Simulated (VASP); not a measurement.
## Ba4Hf3ZrO12: single point with PBEsol

Crystal: Ba4Hf3ZrO12.

```
Ba Zr Hf O
1.0
     8.32372    0.00000    0.00000
     0.00000    8.32372    0.00000
     0.00000    0.00000    8.32372
Ba Zr Hf O
8 2 6 24
Cartesian
  8.3224 8.3203 0.0002
  0.0005 8.3191 4.1623
  0.0006 4.1624 8.3221
  8.3229 4.1641 4.1603
  4.1668 8.3191 0.0015
  4.1654 8.3210 4.1627
  4.1655 4.1646 8.3230
  4.1675 4.1633 4.1614
  2.0829 2.0797 2.0807
  2.0832 2.0798 6.2427
  2.0830 6.2416 2.0807
  2.0830 6.2417 6.2425
  6.2448 2.0799 2.0809
  6.2449 2.0798 6.2428
  6.2450 6.2417 2.0806
  6.2449 6.2417 6.2424
  2.1487 2.0977 8.3235
  2.0174 2.0616 4.1615
  2.0363 6.2244 8.3235
  2.1296 6.2589 4.1618
  6.1821 2.0688 8.3231
  6.3078 2.0905 4.1613
  6.2912 6.2524 8.3234
  6.1984 6.2307 4.1614
  8.3184 2.1851 2.0186
  8.3180 1.9750 6.3052
  0.0010 6.1385 2.1260
  0.0011 6.3451 6.1975
  4.1716 1.9739 2.1423
  4.1716 2.1845 6.1792
  4.1650 6.3442 2.0354
  4.1647 6.1383 6.2875
  1.9777 8.3147 2.0630
  2.1891 8.3153 6.2604
  2.1883 4.1683 2.0983
  1.9768 4.1681 6.2248
  6.3485 8.3217 2.0908
  6.1413 8.3215 6.2311
  6.1413 4.1613 2.0697
  6.3479 4.1617 6.2536
```

| Property | Result |
| --- | --- |
| Program | VASP 6.6.1 |
| Task | single point |
| Functional | PBEsol |
| Potentials or basis | VASP PAW PBE potentials, release 64 (Ba_sv, Zr_sv, Hf_pv, O) |
| Cutoff | 520 eV |
| k mesh | 1 × 1 × 1, shifted |
| Occupations | fermi-dirac, width 0.05 eV |
| Spin | no spin polarisation |

The pressure is 0.0 GPa. The largest force is 0.171 eV/Å and the band gap on the k mesh is 4.23 eV.

Forces on the atoms (eV/Å):
```
Ba  -0.002 -0.017  0.004
Ba  -0.007  0.004 -0.004
Ba  -0.008  0.016 -0.004
Ba   0.000 -0.006  0.001
Ba   0.003  0.006 -0.005
Ba   0.011 -0.017  0.006
Ba   0.011 -0.006  0.003
Ba   0.003  0.015 -0.005
Zr   0.003  0.000  0.000
Zr  -0.001 -0.001 -0.003
Hf  -0.001 -0.001  0.001
Hf  -0.001  0.001  0.000
Hf   0.000  0.000 -0.004
Hf  -0.002 -0.001 -0.004
Hf   0.000 -0.001 -0.001
Hf  -0.001  0.000  0.001
O   -0.016 -0.002  0.000
O    0.016  0.003  0.002
O    0.021  0.005  0.001
O   -0.021 -0.005 -0.003
O    0.025  0.003  0.005
O   -0.026 -0.004  0.002
O   -0.021 -0.004 -0.001
O    0.022  0.004  0.001
O   -0.165 -0.027  0.009
O   -0.158  0.026 -0.013
O    0.000  0.034 -0.012
O   -0.003 -0.034  0.011
O    0.163  0.029 -0.008
O    0.160 -0.023  0.013
O   -0.001 -0.032  0.012
O    0.003  0.033 -0.012
O    0.031 -0.160  0.005
O   -0.036 -0.167 -0.007
O   -0.031  0.161 -0.003
O    0.035  0.167  0.007
O   -0.042 -0.004  0.000
O    0.041  0.000  0.003
O    0.041  0.006  0.003
O   -0.041  0.000 -0.002
```

Stress tensor (GPa, compression positive):
```
-0.10  0.01  0.02
 0.01 -0.01 -0.08
 0.02 -0.08  0.24
```

Levels at points of the mesh, in eV from the valence-band top:
| k point | band 151 | band 152 | band 153 | band 154 | band 155 | band 156 | band 157 | band 158 |
| --- | --- | --- | --- | --- | --- | --- | --- | --- |
| (0.25, 0.25, 0.25) | -0.06 | -0.05 | -0.04 | 0.00 | 4.23 | 4.25 | 4.31 | 4.64 |

Run time: 29 min on 1 thread of Intel Xeon 8259CL (shared host), peak memory 0.75 GiB.

Caveat: the PAW data sets were made with another functional, which shifts forces and pressure a little; spin-orbit coupling is left out, which moves the levels of the heavy elements; a shifted mesh leaves out Γ, where band edges can lie. A k mesh can miss the band edges.
